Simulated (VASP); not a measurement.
# Sc (Fm-3m) in VASP: further runs

The runs below take Sc through single point, relaxation of cell and atoms, with LDA.

Program: VASP 6.6.1. These are calculated values, not measurements. Logs are shortened: lines on timing, memory, paths and dates and some standing lists are left out, and cuts for length are marked.

### Step 1. The cell of the first run

It takes space group Fm-3m (No. 225, cubic). Conventional cell: a = 3.364 Å, b = 3.364 Å, c = 3.364 Å, α = 90.00°, β = 90.00°, γ = 90.00°. Sc (site symmetry m-3m) has 12 Sc at 2.38 Å within 3.1 Å.

This isn't the form of Sc at room conditions, which is hcp.

### Step 2. Single point, LDA

INCAR reads:

```
SYSTEM = Sc
  PREC = Accurate
  ENCUT = 520
  EDIFF = 1E-7
  ISMEAR = -1
  SIGMA = 0.05
  LREAL = .False.
  LASPH = .True.
  NELM = 100
  ALGO = Normal
  ISIF = 2
  LWAVE = .False.
  LCHARG = .True.
  LELF = .True.
  LVHAR = .True.
  NBANDS = 12
```

KPOINTS reads:

```
regular mesh
0
Gamma
  20 20 20
  0 0 0
```

POSCAR reads:

```
Sc
1.0
    0.0000000000      1.6819671646      1.6819671646
    1.6819671646      0.0000000000      1.6819671646
    1.6819671646      1.6819671646      0.0000000000
Sc
1
Direct
    0.0000000000      0.0000000000      0.0000000000
```

Potentials or basis: VASP PAW LDA potentials, release 64 (Sc_sv).

Started as:

```bash
cat potpaw_LDA.64/Sc_sv/POTCAR > POTCAR
mpirun -np 1 vasp_std > vasp.out
```

OUTCAR:

```text
SYSTEM = Sc
   PREC = Accurate
   ENCUT = 520
   EDIFF = 1E-7
   ISMEAR = -1
   LREAL = .False.
   LASPH = .True.
   NELM = 100
   ISIF = 2

 ion  position               nearest neighbor table
   1  0.000  0.000  0.000-

  LATTYP: Found a face centered cubic cell.
 ALAT       =     3.3639343292

  Lattice vectors:

 A1 = (   0.0000000000,   1.6819671646,   1.6819671646)
 A2 = (   1.6819671646,   0.0000000000,   1.6819671646)
 A3 = (   1.6819671646,   1.6819671646,   0.0000000000)

Analysis of symmetry for initial positions (statically):
=====================================================================
 Subroutine PRICEL returns:
 Original cell was already a primitive cell.

 Routine SETGRP: Setting up the symmetry group for a
 face centered cubic supercell.

 Subroutine GETGRP returns: Found 48 space group operations
 (whereof 48 operations were pure point group operations)
 out of a pool of 48 trial point group operations.

The static configuration has the point symmetry O_h .

Analysis of symmetry for dynamics (positions and initial velocities):
=====================================================================
 Subroutine PRICEL returns:
 Original cell was already a primitive cell.

 Routine SETGRP: Setting up the symmetry group for a
 face centered cubic supercell.

 Subroutine GETGRP returns: Found 48 space group operations
 (whereof 48 operations were pure point group operations)
 out of a pool of 48 trial point group operations.

The dynamic configuration has the point symmetry O_h .

 Subroutine INISYM returns: Found 48 space group operations
 (whereof 48 operations are pure point group operations),
 and found     1 'primitive' translations

----------------------------------------------------------------------------------------

                                     Primitive cell

  volume of cell :       9.5166

  direct lattice vectors                    reciprocal lattice vectors
     0.000000000  1.681967165  1.681967165    -0.297270964  0.297270964  0.297270964
     1.681967165  0.000000000  1.681967165     0.297270964 -0.297270964  0.297270964
     1.681967165  1.681967165  0.000000000     0.297270964  0.297270964 -0.297270964

  length of vectors
     2.378660776  2.378660776  2.378660776     0.514888413  0.514888413  0.514888413

  position of ions in fractional coordinates (direct lattice)
     0.000000000  0.000000000  0.000000000

  ion indices of the primitive-cell ions
   primitive index   ion index
                 1           1

----------------------------------------------------------------------------------------

 KPOINTS: regular mesh

Automatic generation of k-mesh.
 Grid dimensions read from file:
 generate k-points for:   20   20   20

 Generating k-lattice:

  Cartesian coordinates                     Fractional coordinates (reciprocal lattice)
    -0.014863548  0.014863548  0.014863548     0.050000000  0.000000000  0.000000000
     0.014863548 -0.014863548  0.014863548     0.000000000  0.050000000  0.000000000
     0.014863548  0.014863548 -0.014863548     0.000000000  0.000000000  0.050000000

  Length of vectors
     0.025744421  0.025744421  0.025744421

  Shift w.r.t. Gamma in fractional coordinates (k-lattice)
     0.000000000  0.000000000  0.000000000

 Subroutine IBZKPT returns following result:
 ===========================================

 Found    256 irreducible k-points:

 Following reciprocal coordinates:
            Coordinates               Weight
  0.000000  0.000000  0.000000      1.000000
  0.050000  0.000000  0.000000      8.000000
  0.100000  0.000000  0.000000      8.000000
  0.150000  0.000000  0.000000      8.000000
  0.200000  0.000000  0.000000      8.000000
  0.250000  0.000000  0.000000      8.000000
[... 16 lines left out ...]
 -0.400000  0.050000  0.000000     24.000000
 -0.350000  0.050000  0.000000     24.000000
 [... further k-points ...]
   k-points           NKPTS =    256   k-points in BZ     NKDIM =    256   number of bands    NBANDS=     12
   number of dos      NEDOS =    301   number of ions     NIONS =      1
   total plane-waves  NPLWV =   5832
   dimension x,y,z NGX =    18 NGY =   18 NGZ =   18
   dimension x,y,z NGXF=    36 NGYF=   36 NGZF=   36
   ions per type =               1
   NGX,Y,Z   is equivalent  to a cutoff of  12.58, 12.58, 12.58 a.u.
   NGXF,Y,Z  is equivalent  to a cutoff of  25.16, 25.16, 25.16 a.u.
 SYSTEM =  Sc
   PREC   = accura    normal or accurate (medium, high low for compatibility)
   ISTART =      0    job   : 0-new  1-cont  2-samecut
   ICHARG =      2    charge: 1-file 2-atom 10-const
   ISPIN  =      1    spin polarized calculation?
   LNONCOLLINEAR =      F non collinear calculations
   LSORBIT =      F    spin-orbit coupling
   LASPH  =      T    aspherical Exc in radial PAW
   ENCUT  =  520.0 eV  38.22 Ry    6.18 a.u.   4.42  4.42  4.42*2*pi/ulx,y,z
   NELM   =    100;   NELMIN=  2; NELMDL= -5     # of ELM steps
   EDIFF  = 0.1E-06   stopping-criterion for ELM
   LREAL  =      F    real-space projection
   EDIFFG = 0.1E-05   stopping-criterion for IOM
   NSW    =      0    number of steps for IOM
   IBRION =     -1    ionic relax: 0-MD 1-quasi-New 2-CG
   NFREE  =      0    steps in history (QN), initial steepest desc. (CG)
   ISIF   =      2    stress and relaxation
   ISYM   =      2    0-nonsym 1-usesym 2-fastsym
   POTIM  = 0.5000    time-step for ionic-motion
   TEBEG  =    0.0;   TEEND  =   0.0 temperature during run
   PSTRESS=    0.0 pullay stress
   NELECT =      11.0000    total number of electrons
   NUPDOWN=      -1.0000    fix difference up-down
   EMIN   =  10.00;   EMAX   =-10.00  energy-range for DOS
   EFERMI =   0.00;   METHOD = LEGACY
   ISMEAR =    -1;   SIGMA  =   0.05  broadening in eV -4-tet -1-fermi 0-gaus
   EFERMI_NEDOS =   21; number of points for ismear=-14 and -15
   IALGO  =     38    algorithm
   IMIX   =      4    mixing-type and parameters
     AMIX     =   0.40;   BMIX     =  1.00
     AMIX_MAG =   1.60;   BMIX_MAG =  1.00
  volume/ion in A,a.u.               =       9.52        64.22
  Fermi-wavevector in a.u.,A,eV,Ry     =   1.718086  3.246712 40.161939  2.951819
  Thomas-Fermi vector in A             =   2.794965
   LORBIT       =      0    0 simple, 1 ext, 2 COOP (PROOUT), +10 PAW based schemes
   GGA     = CA    functional components
   LHFCALC =     F    Hartree Fock is set to
   AEXX    =    0.0000 exact exchange contribution
   IVDW    =     0    specifies the selected vdW correction
   LEPSILON=     F    determine dielectric tensor
   LRPA    =     F    only Hartree local field effects (RPA)
 non-spin polarized calculation
  energy-cutoff  :      520.00
  volume of cell :        9.52
 maximum number of plane-waves:       271
 NGX is ok and might be reduce to    18
   NGX =  9   NGY =  9   NGZ =  9

 number of electron      11.0000003 magnetization

 Free energy of the ion-electron system (eV)
  ---------------------------------------------------
  ext. energy  EPLUGINS =         0.00000000
  ---------------------------------------------------
  free energy    TOTEN  =        -2.80287399 eV

  energy without entropy =       -2.79602897  energy(sigma->0) =       -2.79945148

 E-fermi :  11.3371     XC(G=0): -14.8721

 val. band max:       11.3303736691   @ k =   0.5000   0.2000   0.0500
 cond. band min:      11.3382032181   @ k =  -0.3500   0.3500   0.1000
 fundamental gap:      0.0078295490
 Fermi energy:        11.3371083693

 k-point     1 :       0.0000    0.0000    0.0000
  band No.  band energies     occupation
      1     -37.6833      2.00000
      2     -12.7446      2.00000
      3     -12.7446      2.00000
      4     -12.7446      2.00000
      5       8.1042      2.00000
      6      13.4317      0.00000
      7      13.4317      0.00000
      8      13.4317      0.00000
      9      17.6821      0.00000
     10      17.6821      0.00000
     11      30.4009      0.00000
     12      38.6576      0.00000

 k-point     2 :       0.0500    0.0000    0.0000
  band No.  band energies     occupation
      1     -37.6427      2.00000
      2     -12.9075      2.00000
      3     -12.7617      2.00000
      4     -12.7617      2.00000
      5       8.2781      2.00000
      6      13.3116      0.00000
      7      13.5084      0.00000
      8      13.5084      0.00000
      9      17.6085      0.00000
     10      17.6085      0.00000
     11      30.7041      0.00000
     12      37.6508      0.00000

 k-point     3 :       0.1000    0.0000    0.0000
  band No.  band energies     occupation
      1     -37.5234      2.00000
      2     -13.3698      2.00000
      3     -12.8110      2.00000
      4     -12.8110      2.00000
      5       8.7464      2.00000
      6      13.0229      0.00000
      7      13.7131      0.00000
      8      13.7131      0.00000
      9      17.4292      0.00000
     10      17.4292      0.00000
     11      31.5290      0.00000
     12      35.9262      0.00000
[... 286 lines left out ...]
 k-point    23 :      -0.4000    0.0500    0.0000
  band No.  band energies     occupation
      1     -35.8870      2.00000
      2     -18.1226      2.00000
      3     -13.5106      2.00000
      4     -13.3328      2.00000
      5       8.5926      2.00000
      6      12.9511      0.00000
      7      13.1949      0.00000
      8      17.1988      0.00000
      9      19.7991      0.00000
     10      20.9325      0.00000
     11      29.7302      0.00000
     12      33.2553      0.00000

 k-point    24 :      -0.3500    0.0500    0.0000
  band No.  band energies     occupation
      1     -36.0999      2.00000
      2     -17.6012      2.00000
      3     -13.4691      2.00000
      4     -13.2503      2.00000
      5       8.8588      2.00000
      6      13.2228      0.00000
      7      13.4090      0.00000
      8      16.2362      0.00000
      9      18.9926      0.00000
     10      20.3124      0.00000
     11      29.7713      0.00000
     12      34.5860      0.00000

 [... further k-points ...]

------------------------ aborting loop because EDIFF is reached ----------------------------------------

  FORCE on cell =-STRESS in cart. coord.  units (eV):
  Direction    XX          YY          ZZ          XY          YZ          ZX
  --------------------------------------------------------------------------------------
  -------------------------------------------------------------------------------------
  Total        9.8376396      9.8376396      9.8376396     -0.0000000     -0.0000000      0.0000000
  in kB     1656.2235429   1656.2235429   1656.2235429     -0.0000000     -0.0000000      0.0000000
  external PRESSURE =    1656.2235429 kB  Pullay stress =       0.0000000 kB

 VOLUME and BASIS-vectors are now :
 -----------------------------------------------------------------------------
  energy-cutoff  :      520.00
  volume of cell :        9.52
      direct lattice vectors                 reciprocal lattice vectors
     0.000000000  1.681967165  1.681967165    -0.297270964  0.297270964  0.297270964
     1.681967165  0.000000000  1.681967165     0.297270964 -0.297270964  0.297270964
     1.681967165  1.681967165  0.000000000     0.297270964  0.297270964 -0.297270964

 POSITION                                       TOTAL-FORCE (eV/Angst)
 -----------------------------------------------------------------------------------
      0.00000      0.00000      0.00000         0.000000      0.000000      0.000000
 -----------------------------------------------------------------------------------
    total drift:                                0.000000     -0.000000     -0.000000

  FREE ENERGIE OF THE ION-ELECTRON SYSTEM (eV)
  ---------------------------------------------------
  free  energy   TOTEN  =        -2.8028739864 eV

  energy  without entropy=       -2.7960289663  energy(sigma->0) =       -2.79945148
```

Wall time 23 s (1 thread of Intel Xeon Platinum 8259CL at 2.50GHz (Skylake/Cascade Lake), shared host); peak memory 0.14 GiB.

Results:

```
Free energy            : -2.8029 eV
Pressure               : 165.6 GPa
Band gap on the k mesh : zero (an odd number of electrons rules out a gap without spin polarisation)
```

Caveat: the cell stands under pressure.

### Step 3. Single point, LDA

INCAR reads:

```
PREC = Accurate ; ENCUT = 520
EDIFF = 1E-6 ; ISMEAR = -1
SIGMA = 0.05 ; LREAL = F
LASPH = T ; NELM = 100
ALGO = Normal ; ISIF = 2
LWAVE = F ; LCHARG = T
GGA = CA ; LELF = T
LVHAR = T ; NBANDS = 12
```

KPOINTS reads:

```
Automatic mesh
0
Gamma
  20 20 20
```

POSCAR reads:

```
Sc
1.0
    0.0000000000      1.6815780968      1.6815780968
    1.6815780968      0.0000000000      1.6815780968
    1.6815780968      1.6815780968      0.0000000000
Sc
1
Direct
    0.0000000000      0.0000000000      0.0000000000
```

Potentials or basis: VASP PAW LDA potentials, release 64 (Sc_sv).

Started as:

```bash
cat potpaw_LDA.64/Sc_sv/POTCAR > POTCAR
mpirun -np 1 vasp_std > vasp.out
```

Run time: 28 s. Hardware: 1 thread of Intel Xeon Platinum 8259CL at 2.50GHz (Skylake/Cascade Lake), shared host; peak memory 0.13 GiB.

Results (log left out):

| Quantity | Value |
| --- | --- |
| Free energy | -2.7960 eV |
| Pressure | 165.9 GPa |
| Band gap on the k mesh | zero (an odd number of electrons rules out a gap without spin polarisation) |

Levels at points of the mesh, in eV from the Fermi level:
| k point | band 1 | band 2 | band 3 | band 4 | band 5 | band 6 | band 7 | band 8 | band 9 | band 10 |
| --- | --- | --- | --- | --- | --- | --- | --- | --- | --- | --- |
| (0.00, 0.00, 0.00) | -49.02 | -24.08 | -24.08 | -24.08 | -3.23 | 2.09 | 2.09 | 2.09 | 6.35 | 6.35 |
| (0.50, 0.00, 0.00) | -47.09 | -29.86 | -24.73 | -24.73 | -3.08 | 1.62 | 1.62 | 7.03 | 9.31 | 9.31 |
| (0.50, 0.50, 0.00) | -46.47 | -29.32 | -26.01 | -26.01 | -5.25 | -3.94 | 9.30 | 10.16 | 10.16 | 11.41 |

Caveat: the cell stands under pressure.

### Step 4. Relaxation of cell and atoms, LDA, target pressure 160 GPa, at which the enthalpy is minimised

This run uses another cell than the first one, of 9.42 Å³/atom.

INCAR reads:

```
ALGO     = Normal         # electronic algorithm
EDIFF    = 1E-6           # SCF threshold, eV
EDIFFG   = -0.005         # ionic threshold
ENCUT    = 600            # plane-wave cutoff, eV
GGA      = CA             # functional
IBRION   = 2              # ionic algorithm
ISIF     = 3              # what is computed and relaxed
ISMEAR   = -1             # smearing method
LASPH    = True           # aspherical terms in the spheres
LCHARG   = False          # write CHGCAR
LREAL    = False          # projectors in reciprocal space
LWAVE    = False          # write WAVECAR
NELM     = 60             # most SCF steps
NSW      = 60             # ionic steps
PREC     = Accurate       # precision mode
PSTRESS  = 1600.0       
SIGMA    = 0.05           # smearing width, eV
```

KPOINTS reads:

```
k-points
0
Gamma
  20 20 20
```

POSCAR reads:

```
Sc
1.0
    0.0000000000      1.6762812915      1.6762812915
    1.6762812915      0.0000000000      1.6762812915
    1.6762812915      1.6762812915      0.0000000000
Sc
1
Direct
    0.0000000000      0.0000000000      0.0000000000
```

Started as:

```bash
cat potpaw_LDA.64/Sc_sv/POTCAR > POTCAR
mpirun -np 1 vasp_std > vasp.out
```

Run time: 60 s. Hardware: 1 thread of Intel Xeon Platinum 8259CL at 2.50GHz (Skylake/Cascade Lake), shared host; peak memory 0.15 GiB.

It converged, with:

| Property | Result |
| --- | --- |
| Free energy | -2.9433 eV |
| Relaxed volume | 9.65 Å³/atom |
| Relaxed cell | a = 2.390 Å, b = 2.390 Å, c = 2.390 Å, α = 60.00°, β = 60.00°, γ = 60.00° |
| Space group after relaxing (to 0.1 Å) | Fm-3m (No. 225) |
| Energy change on relaxing (the run minimises the enthalpy) | -241.2 meV/atom |
| Ionic steps | 4 |
| Pressure after relaxing | 159.9 GPa |
| Band gap on the k mesh | zero (an odd number of electrons rules out a gap without spin polarisation) |

The path:
| step | energy change (eV) | largest force (eV/Å) | pressure (GPa) | volume (Å³) |
| --- | --- | --- | --- | --- |
| 1 | 0.0000 | 0.0000 | 170.16 | 9.42 |
| 2 | -0.7999 | 0.0000 | 137.16 | 10.26 |
| 3 | -0.2472 | 0.0000 | 159.75 | 9.66 |
| 4 | -0.2412 | 0.0000 | 159.93 | 9.65 |

Final structure:
```xyz
1
Lattice="0.0000 1.6901 1.6901 1.6901 0.0000 1.6901 1.6901 1.6901 0.0000" Properties=species:S:1:pos:R:3 pbc="T T T"
Sc    0.0000    0.0000    0.0000
```

Levels at points of the mesh, in eV from the Fermi level:
```tsv
k point	band 3	band 4	band 5	band 6	band 7	band 8
(0.00, 0.00, 0.00)	-24.14	-24.14	-3.36	2.11	2.11	2.11
(0.50, 0.00, 0.00)	-24.76	-24.76	-3.05	1.65	1.65	6.83
(0.50, 0.50, 0.00)	-26.01	-26.01	-5.14	-3.84	9.21	10.04
```

Caveat: the cell is relaxed towards a set pressure, so the run minimises the enthalpy, not the energy.

### Step 5. Overview

| task | cell | cutoff (eV) | gap on the mesh (eV) | pressure (GPa) |
| --- | --- | --- | --- | --- |
| single point | a = 2.379 Å, angles 60.0°, 1 atom | 520 | none | 165.6 |
| single point | a = 2.378 Å, angles 60.0°, 1 atom | 520 | none | 165.9 |
| relaxation of cell and atoms | relaxed to 160 GPa from a = 2.371 Å, angles 60.0°, 1 atom | 600 | none | 159.9 |

Alike in all rows: level LDA; potentials or basis VASP PAW LDA potentials, release 64 (Sc_sv); no spin polarisation; k mesh 20 × 20 × 20; smearing fermi-dirac 0.05 eV.

Caveats: the cell stands under pressure (at least some runs); the cell is relaxed towards a set pressure, so the run minimises the enthalpy, not the energy (at least some runs).

Total energies depend on the potentials used, so only differences within one code and one set of settings carry meaning.
